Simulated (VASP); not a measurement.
# Al in VASP: single point with r2SCAN

Aim: the single point of Al with r2SCAN.

Everything below comes from runs of VASP 6.6.1. Logs are shortened: lines on timing, memory, paths and dates and some standing lists are left out, and cuts for length are marked.

## (1) The cell of the first run

The cell holds a sublattice, 1 atom: a = 5.146 Å, b = 3.167 Å, c = 5.484 Å, α = 90.00°, β = 90.04°, γ = 90.00°.

## (2) Single point, r2SCAN

Contents of POSCAR:

```
Al
1.0
    5.1455897724      0.0000000000      0.0000000000
    0.0000000000      3.1670776200      0.0000000000
   -0.0037175149      0.0000000000      5.4836534091
Al
1
Direct
    0.0005010800      0.5000000000      0.6673044000
```

Contents of INCAR.step1:

```
  ALGO = Normal
  EDIFF = 1E-4
  ENCUT = 520
  GGA = PE
  ISMEAR = 0
  LASPH = True
  LCHARG = False
  LREAL = False
  LWAVE = True
  NBANDS = 8
  NELM = 60
  PREC = Accurate
  SIGMA = 0.1
```

Contents of INCAR.step2:

```
  ALGO = Normal
  EDIFF = 1E-7
  ENCUT = 520
  ISIF = 2
  ISMEAR = 0
  ISTART = 1
  LASPH = True
  LCHARG = False
  LMIXTAU = True
  LREAL = False
  LWAVE = False
  METAGGA = R2SCAN
  NBANDS = 8
  NELM = 60
  PREC = Accurate
  SIGMA = 0.1
```

Contents of KPOINTS:

```
k-points
0
Gamma
  6 8 6
```

Potentials or basis: VASP PAW PBE potentials, release 64 (Al).

Command:

```bash
> cat potpaw_PBE.64/Al/POTCAR > POTCAR
> cp INCAR.step1 INCAR
> mpirun -np 1 vasp_std > vasp.out
> cp INCAR.step2 INCAR
> mpirun -np 1 vasp_std > vasp.out
```

OUTCAR:

```text
EDIFF = 1E-7
   ENCUT = 520
   ISIF = 2
   ISMEAR = 0
   ISTART = 1
   LASPH = True
   LREAL = False
   METAGGA = R2SCAN
   NELM = 60
   PREC = Accurate

 ion  position               nearest neighbor table
   1  0.001  0.500  0.667-

  LATTYP: Found a simple monoclinic cell.
 ALAT       =     5.1455897724
 B/A-ratio  =     0.6154936091
 C/A-ratio  =     1.0656999317
 COS(beta)  =    -0.0006779265

  Lattice vectors:

 A1 = (   5.1455897724,   0.0000000000,   0.0000000000)
 A2 = (   0.0000000000,   3.1670776200,   0.0000000000)
 A3 = (  -0.0037175149,   0.0000000000,   5.4836534091)

Analysis of symmetry for initial positions (statically):
=====================================================================
 Subroutine PRICEL returns:
 Original cell was already a primitive cell.

 Routine SETGRP: Setting up the symmetry group for a
 simple monoclinic supercell.

 Subroutine GETGRP returns: Found  4 space group operations
 (whereof  2 operations were pure point group operations)
 out of a pool of  4 trial point group operations.

The static configuration has the point symmetry C_1h.
 The point group associated with its full space group is C_2h.

Analysis of symmetry for dynamics (positions and initial velocities):
=====================================================================
 Subroutine PRICEL returns:
 Original cell was already a primitive cell.

 Routine SETGRP: Setting up the symmetry group for a
 simple monoclinic supercell.

 Subroutine GETGRP returns: Found  4 space group operations
 (whereof  2 operations were pure point group operations)
 out of a pool of  4 trial point group operations.

The dynamic configuration has the point symmetry C_1h.
 The point group associated with its full space group is C_2h.

 Subroutine INISYM returns: Found  4 space group operations
 (whereof  2 operations are pure point group operations),
 and found     1 'primitive' translations

----------------------------------------------------------------------------------------

                                     Primitive cell

  volume of cell :      89.3643

  direct lattice vectors                    reciprocal lattice vectors
     5.145589772  0.000000000  0.000000000     0.194341182  0.000000000  0.000131749
     0.000000000  3.167077620  0.000000000     0.000000000  0.315748498  0.000000000
    -0.003717515  0.000000000  5.483653409     0.000000000  0.000000000  0.182360176

  length of vectors
     5.145589772  3.167077620  5.483654669     0.194341227  0.315748498  0.182360176

  position of ions in fractional coordinates (direct lattice)
     0.000501080  0.500000000  0.667304400

  ion indices of the primitive-cell ions
   primitive index   ion index
                 1           1

----------------------------------------------------------------------------------------

 KPOINTS: k-points

Automatic generation of k-mesh.
 Grid dimensions read from file:
 generate k-points for:    6    8    6

 Generating k-lattice:

  Cartesian coordinates                     Fractional coordinates (reciprocal lattice)
     0.032390197  0.000000000  0.000021958     0.166666667  0.000000000 -0.000000000
     0.000000000  0.039468562  0.000000000     0.000000000  0.125000000  0.000000000
     0.000000000  0.000000000  0.030393363     0.000000000  0.000000000  0.166666667

  Length of vectors
     0.032390204  0.039468562  0.030393363

  Shift w.r.t. Gamma in fractional coordinates (k-lattice)
     0.000000000  0.000000000  0.000000000

 Subroutine IBZKPT returns following result:
 ===========================================

 Found    100 irreducible k-points:

 Following reciprocal coordinates:
            Coordinates               Weight
  0.000000  0.000000  0.000000      1.000000
  0.166667  0.000000  0.000000      2.000000
  0.333333  0.000000 -0.000000      2.000000
  0.500000  0.000000 -0.000000      1.000000
  0.000000  0.125000  0.000000      2.000000
  0.166667  0.125000  0.000000      4.000000
[... 16 lines left out ...]
  0.333333  0.000000  0.166667      2.000000
  0.500000  0.000000  0.166667      2.000000
 [... further k-points ...]
   k-points           NKPTS =    100   k-points in BZ     NKDIM =    100   number of bands    NBANDS=      8
   number of dos      NEDOS =    301   number of ions     NIONS =      1
   total plane-waves  NPLWV =  40320
   dimension x,y,z NGX =    40 NGY =   24 NGZ =   42
   dimension x,y,z NGXF=    80 NGYF=   48 NGZF=   84
   ions per type =               1
   NGX,Y,Z   is equivalent  to a cutoff of  12.92, 12.60, 12.73 a.u.
   NGXF,Y,Z  is equivalent  to a cutoff of  25.85, 25.20, 25.47 a.u.
 SYSTEM =  unknown system
   PREC   = accura    normal or accurate (medium, high low for compatibility)
   ISTART =      1    job   : 0-new  1-cont  2-samecut
   ICHARG =      0    charge: 1-file 2-atom 10-const
   ISPIN  =      1    spin polarized calculation?
   LNONCOLLINEAR =      F non collinear calculations
   LSORBIT =      F    spin-orbit coupling
   LASPH  =      T    aspherical Exc in radial PAW
   ENCUT  =  520.0 eV  38.22 Ry    6.18 a.u.   9.57  5.89 10.20*2*pi/ulx,y,z
   NELM   =     60;   NELMIN=  2; NELMDL=  0     # of ELM steps
   EDIFF  = 0.1E-06   stopping-criterion for ELM
   LREAL  =      F    real-space projection
   EDIFFG = 0.1E-05   stopping-criterion for IOM
   NSW    =      0    number of steps for IOM
   IBRION =     -1    ionic relax: 0-MD 1-quasi-New 2-CG
   NFREE  =      0    steps in history (QN), initial steepest desc. (CG)
   ISIF   =      2    stress and relaxation
   ISYM   =      2    0-nonsym 1-usesym 2-fastsym
   POTIM  = 0.5000    time-step for ionic-motion
   TEBEG  =    0.0;   TEEND  =   0.0 temperature during run
   PSTRESS=    0.0 pullay stress
   NELECT =       3.0000    total number of electrons
   NUPDOWN=      -1.0000    fix difference up-down
   EMIN   =  10.00;   EMAX   =-10.00  energy-range for DOS
   EFERMI =   0.00;   METHOD = LEGACY
   ISMEAR =     0;   SIGMA  =   0.10  broadening in eV -4-tet -1-fermi 0-gaus
   EFERMI_NEDOS =   21; number of points for ismear=-14 and -15
   IALGO  =     38    algorithm
   IMIX   =      4    mixing-type and parameters
     AMIX     =   0.40;   BMIX     =  1.00
     AMIX_MAG =   1.60;   BMIX_MAG =  1.00
  volume/ion in A,a.u.               =      89.36       603.06
  Fermi-wavevector in a.u.,A,eV,Ry     =   0.528114  0.997990  3.794718  0.278904
  Thomas-Fermi vector in A             =   1.549593
   LORBIT       =      0    0 simple, 1 ext, 2 COOP (PROOUT), +10 PAW based schemes
   METAGGA = R2SCAN    functional components
   LHFCALC =     F    Hartree Fock is set to
   AEXX    =    0.0000 exact exchange contribution
   IVDW    =     0    specifies the selected vdW correction
   LEPSILON=     F    determine dielectric tensor
   LRPA    =     F    only Hartree local field effects (RPA)
 non-spin polarized calculation
 Gauss-broadening in eV      SIGMA  =   0.10
  energy-cutoff  :      520.00
  volume of cell :       89.36
 maximum number of plane-waves:      2432
 NGX is ok and might be reduce to    40
   NGX = 19   NGY = 11   NGZ = 21

 number of electron       3.0000000 magnetization

 Free energy of the ion-electron system (eV)
  ---------------------------------------------------
  ext. energy  EPLUGINS =         0.00000000
  ---------------------------------------------------
  free energy    TOTEN  =        -4.34096913 eV

  energy without entropy =       -4.33636015  energy(sigma->0) =       -4.33866464

 E-fermi :  -1.1912     XC(G=0):  -4.9434

 val. band max:       -1.2616962580   @ k =  -0.3333   0.1250   0.3333
 cond. band min:      -1.1773338545   @ k =   0.0000   0.0000   0.1667
 fundamental gap:      0.0843624034
 Fermi energy:        -1.1912319763

 k-point     1 :       0.0000    0.0000    0.0000
  band No.  band energies     occupation
      1      -7.1957      2.00000
      2      -0.7625      0.00000
      3      -0.4585      0.00000
      4       1.7781      0.00000
      5       3.1756      0.00000
      6       6.6482      0.00000
      7       6.7501      0.00000
      8       7.9185      0.00000

 k-point     2 :       0.1667    0.0000    0.0000
  band No.  band energies     occupation
      1      -7.1452      2.00000
      2      -1.0229      0.01730
      3      -0.7104      0.00000
      4       2.1704      0.00000
      5       3.7924      0.00000
      6       5.7553      0.00000
      7       6.6731      0.00000
      8       6.7130      0.00000

 k-point     3 :       0.3333    0.0000   -0.0000
  band No.  band energies     occupation
      1      -7.0365      2.00000
      2      -1.7826      2.00000
      3      -0.5979      0.00000
      4       2.7006      0.00000
      5       4.6329      0.00000
      6       4.8039      0.00000
      7       6.3913      0.00000
      8       6.7245      0.00000

 k-point     4 :       0.5000    0.0000   -0.0000
  band No.  band energies     occupation
      1      -6.9776      2.00000
      2      -2.0864      2.00000
      3      -0.5367      0.00000
      4       3.0557      0.00000
      5       4.3184      0.00000
      6       4.4538      0.00000
      7       6.7511      0.00000
      8       7.8358      0.00000

 k-point     5 :       0.0000    0.1250    0.0000
  band No.  band energies     occupation
      1      -6.9534      2.00000
      2      -0.5399      0.00000
      3      -0.2382      0.00000
      4       1.9942      0.00000
      5       3.4125      0.00000
      6       4.3003      0.00000
      7       6.9822      0.00000
      8       8.1827      0.00000
[... 177 lines left out ...]
 k-point    22 :       0.1667    0.0000    0.1667
  band No.  band energies     occupation
      1      -7.1136      2.00000
      2      -1.1321      0.40330
      3      -0.9517      0.00070
      4       2.7146      0.00000
      5       3.9981      0.00000
      6       4.9405      0.00000
      7       6.6877      0.00000
      8       7.6683      0.00000

 k-point    23 :       0.3333    0.0000    0.1667
  band No.  band energies     occupation
      1      -7.0063      2.00000
      2      -1.7295      2.00000
      3      -0.9589      0.00101
      4       3.0820      0.00000
      5       3.9342      0.00000
      6       5.5267      0.00000
      7       6.7383      0.00000
      8       7.0328      0.00000

 k-point    24 :       0.5000    0.0000    0.1667
  band No.  band energies     occupation
      1      -6.9483      2.00000
      2      -2.0285      2.00000
      3      -0.8797      0.00001
      4       3.0976      0.00000
      5       3.7491      0.00000
      6       5.9067      0.00000
      7       6.7645      0.00000
      8       7.8647      0.00000

 [... further k-points ...]
[... 5 lines left out ...]
  --------------------------------------------------------------------------------------
  -------------------------------------------------------------------------------------
  Total       -0.7591099     -3.1182626     -0.5945024      0.0000000      0.0000000      0.0003421
  in kB      -13.6097885    -55.9061263    -10.6586046      0.0000000      0.0000000      0.0061339
  external PRESSURE =     -26.7248398 kB  Pullay stress =       0.0000000 kB

 VOLUME and BASIS-vectors are now :
 -----------------------------------------------------------------------------
  energy-cutoff  :      520.00
  volume of cell :       89.36
      direct lattice vectors                 reciprocal lattice vectors
     5.145589772  0.000000000  0.000000000     0.194341182  0.000000000  0.000131749
     0.000000000  3.167077620  0.000000000     0.000000000  0.315748498  0.000000000
    -0.003717515  0.000000000  5.483653409     0.000000000  0.000000000  0.182360176

 POSITION                                       TOTAL-FORCE (eV/Angst)
 -----------------------------------------------------------------------------------
      0.00010      1.58354      3.65927        -0.000000      0.000000      0.000000
 -----------------------------------------------------------------------------------
    total drift:                                0.000001     -0.000000      0.000011

  FREE ENERGIE OF THE ION-ELECTRON SYSTEM (eV)
  ---------------------------------------------------
  free  energy   TOTEN  =        -4.3409691288 eV

  energy  without entropy=       -4.3363601451  energy(sigma->0) =       -4.33866464
```

Run time: 5.1 min. Hardware: 1 thread of AMD EPYC 7R43 (Zen 3), shared host; peak memory 0.19 GiB.

Results:

| Item | Value |
| --- | --- |
| Free energy | -4.3410 eV |
| Pressure | -2.7 GPa |

Stress tensor (GPa, compression positive):
```
-1.36  0.00  0.00
 0.00 -5.59  0.00
 0.00  0.00 -1.07
```

Caveat: the PAW data sets were made with another functional, which shifts forces and pressure a little.
